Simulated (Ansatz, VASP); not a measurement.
## Y in VASP and in Ansatz

```
CELL_PARAMETERS angstrom
3.65000 0.00000 0.00000
-1.82500 3.16099 0.00000
0.00000 0.00000 5.73415
ATOMIC_POSITIONS crystal
Y 0.33333 0.66667 0.75000
Y 0.66667 0.33333 0.25000
```

Alike in both runs: task relaxation of cell and atoms; functional PBEsol; k mesh 14 × 14 × 8; occupations gaussian, width 0.05 eV; no spin polarisation.

|  | VASP | Ansatz |
| --- | --- | --- |
| version | VASP 6.6.1 | Ansatz 0.2.0 |
| potentials or method | VASP PAW PBE potentials, release 64 (Y_sv), cutoff 500 eV | scalar-relativistic, plane waves, PAW |
| valence electrons in the cell | 22 | 22 |

|  | VASP | Ansatz | Ansatz less VASP |
| --- | --- | --- | --- |
| relaxed volume (Å³/atom) | 31.23 | 31.27 | +0.042 |
| relaxed length of the cell vector where the two differ most in proportion (Å) | 5.572 | 5.585 | +0.0131 |

VASP's potentials were made for PBE, not for PBEsol.
